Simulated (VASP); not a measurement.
## Al2Cu: single point with LDA

The system is Al2Cu.

```xyz
3
Lattice="-2.0303 2.0303 2.8511 2.0303 -2.0303 2.8511 2.0303 2.0303 -2.8511" Properties=species:S:1:pos:R:3 pbc="T T T"
Al    0.0000    2.0303    1.4255
Al    2.0303    0.0000    1.4255
Cu    0.0000    0.0000    2.8511
```

```yaml
Program: VASP 6.6.1
Task: single point
Functional: LDA
Potentials_or_basis: VASP PAW LDA potentials, release 64 (Al, Cu)
Cutoff: 520 eV
k_mesh: 7 × 7 × 8
Occupations: gaussian, width 0.1 eV
Spin: no spin polarisation
```

| Item | Value |
| --- | --- |
| Pressure | -2.9 GPa |

Stress tensor (GPa, compression positive):
```
-3.35  0.00  0.00
 0.00 -3.35  0.00
 0.00  0.00 -2.15
```

Levels at points of the mesh, in eV from the Fermi level:
| k point | band 5 | band 6 | band 7 | band 8 | band 9 | band 10 | band 11 | band 12 | band 13 | band 14 |
| --- | --- | --- | --- | --- | --- | --- | --- | --- | --- | --- |
| (0.00, 0.00, 0.00) | -4.09 | -4.08 | 2.91 | 2.93 | 2.93 | 2.98 | 2.99 | 2.99 | 4.20 | 6.93 |
| (0.00, 0.00, 0.50) | -4.16 | -3.93 | -3.80 | -1.97 | -1.91 | 0.37 | 1.58 | 9.09 | 10.52 | 10.76 |

Run time: 71 s on 1 thread of Intel(R) Xeon(R) Platinum 8375C CPU @ 2.90GHz (Ice Lake), on a shared host, peak memory 0.21 GiB.
